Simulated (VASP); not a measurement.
# In3GaP4 (P4/mmm) in VASP: notebook, part 2 of 2

VASP 6.6.1. Earlier steps stand in the parts before.

### Step 4. Relaxation of cell and atoms, PBE

This run uses another cell than the first one, of 21.90 Å³/atom, 1.071 times its volume.

Contents of INCAR:

```
SYSTEM = In3GaP4
PREC     = Accurate       ! precision mode
ENCUT    = 600            ! plane-wave cutoff, eV
EDIFF    = 1E-7           ! SCF threshold, eV
ISMEAR   = 0              ! smearing method
SIGMA    = 0.1            ! smearing width, eV
LREAL    = .False.        ! projectors in reciprocal space
LASPH    = .True.         ! aspherical terms in the spheres
NELM     = 60             ! most SCF steps
ALGO     = Normal         ! electronic algorithm
ISIF     = 3              ! what is computed and relaxed
LWAVE    = .False.        ! write WAVECAR
LCHARG   = .False.        ! write CHGCAR
GGA      = PE             ! functional
IBRION   = 2              ! ionic algorithm
NSW      = 90             ! ionic steps
EDIFFG   = -0.04          ! ionic threshold
```

Contents of KPOINTS:

```
Automatic mesh
0
Gamma
  4 4 2
  0 0 0
```

Contents of POSCAR:

```
In3GaP4
1.0
    3.9567103900      0.0000000000      0.0000000000
    0.0000000000      3.9567103900      0.0000000000
    0.0000000000      0.0000000000     11.1912669800
In Ga P
3 1 4
Direct
    0.0000000000      0.0000000000      0.7500000000
    0.0000000000      0.0000000000      0.2500000000
    0.5000000000      0.5000000000      0.5000000000
    0.5000000000      0.5000000000      0.0000000000
    0.0000000000      0.0000000000      0.0000000000
    0.5000000000      0.5000000000      0.2500000000
    0.0000000000      0.0000000000      0.5000000000
    0.5000000000      0.5000000000      0.7500000000
```

Potentials or basis: VASP PAW PBE potentials, release 64 (In_d, Ga_d, P).

On the command line:

```console
$ cat potpaw_PBE.64/In_d/POTCAR potpaw_PBE.64/Ga_d/POTCAR potpaw_PBE.64/P/POTCAR > POTCAR
$ mpirun -np 1 vasp_std > vasp.out
```

OUTCAR:

```text
SYSTEM = In3GaP4
   PREC = Accurate
   ENCUT = 600
   EDIFF = 1E-7
   ISMEAR = 0
   LREAL = .False.
   LASPH = .True.
   NELM = 60
   ISIF = 3
   GGA = PE
   IBRION = 2
   NSW = 90
   EDIFFG = -0.04

 ion  position               nearest neighbor table
   1  0.000  0.000  0.750-   5 2.80   7 2.80   8 2.80   8 2.80   8 2.80   8 2.80   3 3.96   3 3.96
                             3 3.96   3 3.96
   2  0.000  0.000  0.250-   5 2.80   7 2.80   6 2.80   6 2.80   6 2.80   6 2.80   3 3.96   3 3.96
                             3 3.96   3 3.96
   3  0.500  0.500  0.500-   6 2.80   8 2.80   7 2.80   7 2.80   7 2.80   7 2.80   2 3.96   2 3.96
                             1 3.96   2 3.96   1 3.96   1 3.96   2 3.96   1 3.96
   4  0.500  0.500  0.000-   6 2.80   8 2.80   5 2.80   5 2.80   5 2.80   5 2.80
   5  0.000  0.000  0.000-   1 2.80   2 2.80   4 2.80   4 2.80   4 2.80   4 2.80
   6  0.500  0.500  0.250-   3 2.80   4 2.80   2 2.80   2 2.80   2 2.80   2 2.80
   7  0.000  0.000  0.500-   1 2.80   2 2.80   3 2.80   3 2.80   3 2.80   3 2.80
   8  0.500  0.500  0.750-   3 2.80   4 2.80   1 2.80   1 2.80   1 2.80   1 2.80

  LATTYP: Found a simple tetragonal cell.
 ALAT       =     3.9567103900
 C/A-ratio  =     2.8284271218

  Lattice vectors:

 A1 = (   3.9567103900,   0.0000000000,   0.0000000000)
 A2 = (   0.0000000000,   3.9567103900,   0.0000000000)
 A3 = (   0.0000000000,   0.0000000000,  11.1912669800)

[... 178 lines left out ...]

  FORCE on cell =-STRESS in cart. coord.  units (eV):
  Direction    XX          YY          ZZ          XY          YZ          ZX
  --------------------------------------------------------------------------------------
  -------------------------------------------------------------------------------------
  Total       -3.5634905     -3.5634905     -6.2601133      0.0000000      0.0000000      0.0000000
  in kB      -32.5865518    -32.5865518    -57.2459797      0.0000000      0.0000000      0.0000000
  external PRESSURE =     -40.8063611 kB  Pullay stress =       0.0000000 kB
[... 107 lines left out ...]
  FREE ENERGIE OF THE ION-ELECTRON SYSTEM (eV)
  ---------------------------------------------------
  free  energy   TOTEN  =       -31.3173313945 eV

  energy  without entropy=      -31.2910361067  energy(sigma->0) =      -31.30418375

[... ionic steps 4 to 11 ...]

--------------------------------------- Ionic step       12  -------------------------------------------

 number of electron      71.9999993 magnetization

------------------------ aborting loop because EDIFF is reached ----------------------------------------
[... 79 lines left out ...]
--------------------------------------- Ionic step       14  -------------------------------------------

 number of electron      71.9999996 magnetization

 Free energy of the ion-electron system (eV)
  ---------------------------------------------------
  ext. energy  EPLUGINS =         0.00000000
  ---------------------------------------------------
  free energy    TOTEN  =       -31.46881729 eV

  energy without entropy =      -31.45240040  energy(sigma->0) =      -31.46060884

 E-fermi :   6.9255     XC(G=0): -10.4509

 val. band max:        6.8891539993   @ k =   0.5000   0.0000   0.0000
 cond. band min:       6.9646272953   @ k =   0.2500   0.0000   0.5000
 fundamental gap:      0.0754732960
 Fermi energy:         6.9254792984

 k-point     1 :       0.0000    0.0000    0.0000
  band No.  band energies     occupation
      1      -7.9393      2.00000
      2      -7.8144      2.00000
      3      -7.8075      2.00000
      4      -7.8044      2.00000
      5      -7.7517      2.00000
      6      -7.7517      2.00000
[... 576 lines left out ...]
  FREE ENERGIE OF THE ION-ELECTRON SYSTEM (eV)
  ---------------------------------------------------
  free  energy   TOTEN  =       -31.4688172873 eV

  energy  without entropy=      -31.4524004015  energy(sigma->0) =      -31.46060884

 reached required accuracy - stopping structural energy minimisation
```

OSZICAR:

```text
N       E                     dE             d eps       ncg     rms          rms(c)
DAV:   1     0.718782746227E+03    0.71878E+03   -0.35489E+04  1035   0.233E+03
DAV:   2     0.797490575979E+02   -0.63903E+03   -0.62815E+03  1032   0.578E+02
DAV:   3    -0.252267075534E+02   -0.10498E+03   -0.10270E+03  1217   0.217E+02
DAV:   4    -0.320845949501E+02   -0.68579E+01   -0.67380E+01  1277   0.512E+01
[... 167 lines left out ...]
DAV:   3    -0.314688239841E+02    0.43915E-04   -0.11493E-04  1509   0.122E-01    0.173E-02
DAV:   4    -0.314688213134E+02    0.26707E-05   -0.12958E-05  1216   0.283E-02    0.126E-02
DAV:   5    -0.314688178362E+02    0.34771E-05   -0.15861E-06  1644   0.142E-02    0.372E-03
DAV:   6    -0.314688171986E+02    0.63761E-06   -0.39217E-07   996   0.639E-03    0.100E-03
DAV:   7    -0.314688172873E+02   -0.88626E-07   -0.45914E-08   552   0.235E-03
  14 F= -.31468817E+02 E0= -.31460609E+02  d E =-.724533E-03
```

It took 29 min on 1 thread of AMD EPYC 7R13, shared host; peak memory 0.34 GiB.

Results:

- Free energy: -31.4688 eV
- Relaxed volume: 20.48 Å³/atom
- Relaxed cell: a = 3.933 Å, b = 3.933 Å, c = 10.592 Å, α = 90.00°, β = 90.00°, γ = 90.00°
- Space group after relaxing (to 0.05 Å): P4/mmm (No. 123)
- Energy gained by relaxing: 44.3 meV/atom
- Ionic steps: 14
- Pressure after relaxing: -0.1 GPa
- Largest force after relaxing: 0.035 eV/Å
- Band gap on the k mesh: zero (band 36 reaches 7.14 eV, above the bottom of band 37 at 4.88 eV)

Forces in eV/Å, atoms in the order of the input:
```
In   0.000  0.000 -0.035
In   0.000  0.000  0.035
In   0.000  0.000  0.000
Ga   0.000  0.000  0.000
P    0.000  0.000  0.000
P    0.000  0.000 -0.012
P    0.000  0.000  0.000
P    0.000  0.000  0.012
```

The path:
```tsv
step	energy change (eV)	largest force (eV/Å)	pressure (GPa)	volume (Å³)
1	0.0000	0.1220	-4.08	175.21
2	-0.2020	0.2938	0.85	161.42
3	-0.2033	0.2756	0.44	162.31
4	-0.2383	0.3752	0.54	162.10
5	-0.2549	0.4604	1.02	161.68
6	-0.2569	0.4343	0.87	161.79
7	-0.2828	0.3904	-0.26	164.21
8	-0.2894	0.3852	-1.18	166.50
9	-0.3103	0.3294	-1.10	166.33
10	-0.3400	0.1846	-0.71	165.84
11	-0.3523	0.1183	-0.14	164.25
12	-0.3541	0.0845	0.19	163.39
13	-0.3548	0.0447	-0.01	163.75
14	-0.3548	0.0346	-0.06	163.85
```

Final structure:
```yaml
crystal:
  lattice:
    - [3.93299, 0.00000, 0.00000]
    - [0.00000, 3.93299, 0.00000]
    - [0.00000, 0.00000, 10.59240]
  atoms:
    - { symbol: In, position: [0.00000, 0.00000, 0.75488] }
    - { symbol: In, position: [0.00000, 0.00000, 0.24512] }
    - { symbol: In, position: [0.50000, 0.50000, 0.50000] }
    - { symbol: Ga, position: [0.50000, 0.50000, 0.00000] }
    - { symbol: P, position: [0.00000, 0.00000, 0.00000] }
    - { symbol: P, position: [0.50000, 0.50000, 0.23170] }
    - { symbol: P, position: [0.00000, 0.00000, 0.50000] }
    - { symbol: P, position: [0.50000, 0.50000, 0.76830] }
```

Caveat: the k points lie up to 0.40 Å⁻¹ apart in the final cell; spin-orbit coupling is left out, which moves the levels of the heavy elements.

### Step 5. Single point, PBE

This run uses another cell than the first one, of 20.34 Å³/atom, 0.994 times its volume.

Contents of INCAR:

```
  PREC = Accurate
  ENCUT = 520
  EDIFF = 1E-6
  ISMEAR = 0
  SIGMA = 0.1
  LREAL = F
  LASPH = T
  NELM = 80
  ALGO = Normal
  ISIF = 2
  LWAVE = F
  LCHARG = T
  GGA = PE
  LELF = T
  LVHAR = T
  NBANDS = 46
```

Contents of KPOINTS:

```
Automatic mesh
0
Gamma
  10 10 4
```

Contents of POSCAR:

```
In3GaP4
1.0
    3.8665302669      0.0000000000      0.0000000000
    0.0000000000      3.8665302669      0.0000000000
    0.0000000000      0.0000000000     10.8854395933
In Ga P
3 1 4
Direct
    0.0000000000      0.0000000000      0.7531837533
    0.0000000000      0.0000000000      0.2468162467
    0.5000000000      0.5000000000      0.5000000000
    0.5000000000      0.5000000000      0.0000000000
    0.0000000000      0.0000000000      0.0000000000
    0.5000000000      0.5000000000      0.2345779740
    0.0000000000      0.0000000000      0.5000000000
    0.5000000000      0.5000000000      0.7654220260
```

Potentials or basis: VASP PAW PBE potentials, release 64 (In_d, Ga_d, P).

On the command line:

```console
$ cat potpaw_PBE.64/In_d/POTCAR potpaw_PBE.64/Ga_d/POTCAR potpaw_PBE.64/P/POTCAR > POTCAR
$ mpirun -np 1 vasp_std > vasp.out
```

OUTCAR:

```text
PREC = Accurate
   ENCUT = 520
   EDIFF = 1E-6
   ISMEAR = 0
   LREAL = F
   LASPH = T
   NELM = 80
   ISIF = 2
   GGA = PE

 ion  position               nearest neighbor table
   1  0.000  0.000  0.753-   5 2.69   8 2.74   8 2.74   8 2.74   8 2.74   7 2.76   3 3.88   3 3.88
                             3 3.88   3 3.88
   2  0.000  0.000  0.247-   5 2.69   6 2.74   6 2.74   6 2.74   6 2.74   7 2.76   3 3.88   3 3.88
                             3 3.88   3 3.88
   3  0.500  0.500  0.500-   7 2.73   7 2.73   7 2.73   7 2.73   8 2.89   6 2.89   2 3.88   2 3.88
                             1 3.88   2 3.88   1 3.88   1 3.88   2 3.88   1 3.88
   4  0.500  0.500  0.000-   6 2.55   8 2.55   5 2.73   5 2.73   5 2.73   5 2.73
   5  0.000  0.000  0.000-   1 2.69   2 2.69   4 2.73   4 2.73   4 2.73   4 2.73
   6  0.500  0.500  0.235-   4 2.55   2 2.74   2 2.74   2 2.74   2 2.74   3 2.89
   7  0.000  0.000  0.500-   3 2.73   3 2.73   3 2.73   3 2.73   1 2.76   2 2.76
   8  0.500  0.500  0.765-   4 2.55   1 2.74   1 2.74   1 2.74   1 2.74   3 2.89

  LATTYP: Found a simple tetragonal cell.
 ALAT       =     3.8665302669
 C/A-ratio  =     2.8152992068

  Lattice vectors:

 A1 = (   3.8665302669,   0.0000000000,   0.0000000000)
 A2 = (   0.0000000000,   3.8665302669,   0.0000000000)
 A3 = (   0.0000000000,   0.0000000000,  10.8854395933)

[... 191 lines left out ...]
 fundamental gap:      0.0243987976
 Fermi energy:         6.8545656363

 k-point     1 :       0.0000    0.0000    0.0000
  band No.  band energies     occupation
      1      -7.8131      2.00000
      2      -7.7072      2.00000
      3      -7.7041      2.00000
      4      -7.6800      2.00000
      5      -7.6628      2.00000
      6      -7.6628      2.00000
[... 1165 lines left out ...]
     45      12.3363      0.00000
     46      12.6639      0.00000

 [... further k-points ...]
[... 5 lines left out ...]
  --------------------------------------------------------------------------------------
  -------------------------------------------------------------------------------------
  Total       -0.0460793     -0.0460793     -0.0447977      0.0000000     -0.0000000      0.0000000
  in kB       -0.4536570     -0.4536570     -0.4410395      0.0000000     -0.0000000      0.0000000
  external PRESSURE =      -0.4494511 kB  Pullay stress =       0.0000000 kB

 VOLUME and BASIS-vectors are now :
 -----------------------------------------------------------------------------
  energy-cutoff  :      520.00
  volume of cell :      162.74
      direct lattice vectors                 reciprocal lattice vectors
     3.866530267  0.000000000  0.000000000     0.258629813  0.000000000  0.000000000
     0.000000000  3.866530267  0.000000000     0.000000000  0.258629813  0.000000000
     0.000000000  0.000000000 10.885439593     0.000000000  0.000000000  0.091865835

 POSITION                                       TOTAL-FORCE (eV/Angst)
 -----------------------------------------------------------------------------------
      0.00000      0.00000      8.19874        -0.000000      0.000000      0.001795
      0.00000      0.00000      2.68670        -0.000000      0.000000     -0.001795
      1.93327      1.93327      5.44272        -0.000000      0.000000      0.000000
      1.93327      1.93327      0.00000        -0.000000      0.000000      0.000000
      0.00000      0.00000      0.00000        -0.000000      0.000000      0.000000
      1.93327      1.93327      2.55348        -0.000000     -0.000000      0.004786
      0.00000      0.00000      5.44272        -0.000000      0.000000      0.000000
      1.93327      1.93327      8.33196         0.000000      0.000000     -0.004786
 -----------------------------------------------------------------------------------
    total drift:                                0.000000      0.000000      0.000000

  FREE ENERGIE OF THE ION-ELECTRON SYSTEM (eV)
  ---------------------------------------------------
  free  energy   TOTEN  =       -31.8774913749 eV

  energy  without entropy=      -31.8574403503  energy(sigma->0) =      -31.86746586
```

OSZICAR:

```text
N       E                     dE             d eps       ncg     rms          rms(c)
DAV:   1     0.701700412201E+03    0.70170E+03   -0.32559E+04  5904   0.204E+03
DAV:   2     0.762460991175E+02   -0.62545E+03   -0.60837E+03  5864   0.539E+02
DAV:   3    -0.262527185249E+02   -0.10250E+03   -0.99633E+02  6752   0.203E+02
DAV:   4    -0.327520266779E+02   -0.64993E+01   -0.64391E+01  7370   0.490E+01
DAV:   5    -0.329867887777E+02   -0.23476E+00   -0.23430E+00  8656   0.956E+00    0.982E+00
DAV:   6    -0.319019125463E+02    0.10849E+01   -0.26466E+00  8158   0.165E+01    0.543E+00
DAV:   7    -0.318870562137E+02    0.14856E-01   -0.89182E-01  8836   0.512E+00    0.192E+00
DAV:   8    -0.318776903136E+02    0.93659E-02   -0.10531E-01  8380   0.280E+00    0.119E+00
DAV:   9    -0.318778732996E+02   -0.18299E-03   -0.35306E-02  7984   0.159E+00    0.409E-01
DAV:  10    -0.318774041606E+02    0.46914E-03   -0.69996E-03  8084   0.907E-01    0.172E-01
DAV:  11    -0.318774659131E+02   -0.61753E-04   -0.69064E-04  7850   0.179E-01    0.101E-01
DAV:  12    -0.318774903556E+02   -0.24442E-04   -0.28325E-04  8062   0.146E-01    0.345E-02
DAV:  13    -0.318774907471E+02   -0.39152E-06   -0.27022E-05  7726   0.338E-02    0.207E-02
DAV:  14    -0.318774913749E+02   -0.62778E-06   -0.62769E-06  6266   0.116E-02
   1 F= -.31877491E+02 E0= -.31867466E+02  d E =-.200510E-01
```

Wall time 9.9 min (1 thread of AMD EPYC 7R13, shared host); peak memory 0.49 GiB.

Results:

```
Free energy            : -31.8775 eV
Pressure               : 0.0 GPa
Largest force          : 0.005 eV/Å
Band gap on the k mesh : zero (band 36 reaches 7.19 eV, above the bottom of band 37 at 4.56 eV)
```

Forces on the atoms (eV/Å):
```
In   0.000  0.000  0.002
In   0.000  0.000 -0.002
In   0.000  0.000  0.000
Ga   0.000  0.000  0.000
P    0.000  0.000  0.000
P    0.000  0.000  0.005
P    0.000  0.000  0.000
P    0.000  0.000 -0.005
```

Caveat: spin-orbit coupling is left out, which moves the levels of the heavy elements.

### Step 6. The runs side by side

| task | cell | k mesh | cutoff (eV) | gap on the mesh (eV) | pressure (GPa) | largest force (eV/Å) |
| --- | --- | --- | --- | --- | --- | --- |
| single point | a = 3.931, b = 3.931, c = 10.592 Å, 8 atoms | 4 × 4 × 2 | 520 | none | 0.0 | 0.04 |
| single point | a = 3.957, b = 3.957, c = 11.191 Å, 8 atoms | 4 × 4 × 2 | 520 | none | -4.1 | 0.12 |
| relaxation of cell and atoms | relaxed from a = 3.957, b = 3.957, c = 11.191 Å, 8 atoms | 4 × 4 × 2 | 600 | none | -0.1 | 0.03 |
| single point | a = 3.867, b = 3.867, c = 10.885 Å, 8 atoms | 10 × 10 × 4 | 520 | none | 0.0 | - |

Alike in all rows: level PBE; potentials or basis VASP PAW PBE potentials, release 64 (In_d, Ga_d, P); no spin polarisation; smearing gaussian 0.1 eV.

Caveats: some runs use coarse meshes; spin-orbit coupling is left out, which moves the levels of the heavy elements.

Absolute energies hang on the potentials; compare differences alone.
